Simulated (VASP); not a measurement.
A run of VASP 6.6.1 is set up as follows.

File INCAR:

```
PREC = Accurate
ENCUT = 520
EDIFF = 1E-6
ISMEAR = -1
SIGMA = 0.05
LREAL = False
LASPH = True
NELM = 100
ALGO = Normal
ISIF = 2
LWAVE = False
LCHARG = False
GGA = PE
NBANDS = 25
```

File KPOINTS:

```
Automatic mesh
0
Gamma
  8 8 4
```

Contents of POSCAR:

```
CaTiS2
1.0
    3.6692785959      0.0000000000      0.0000000000
   -1.8346392979      3.1776884776      0.0000000000
    0.0000000000      0.0000000000      6.5848244678
Ti Ca S
1 1 2
Direct
    0.0000000000      0.0000000000      0.0000000000
    0.0000000000      0.0000000000      0.5000000000
    0.6666666667      0.3333333333      0.2196630000
    0.3333333333      0.6666666667      0.7803370000
```

Potentials or basis: VASP PAW PBE potentials, release 64 (Ti_sv, Ca_sv, S).

The run is started by

```sh
$ cat potpaw_PBE.64/Ti_sv/POTCAR potpaw_PBE.64/Ca_sv/POTCAR potpaw_PBE.64/S/POTCAR > POTCAR
$ mpirun -np 1 vasp_std > vasp.out
```

Q: Estimate the pressure.

A: -1.3 GPa.

Q: Predict the largest force.

A: 0.026 eV/Å.

Stress tensor (GPa, compression positive):
```
-1.17  0.00  0.00
 0.00 -1.17  0.00
 0.00  0.00 -1.47
```
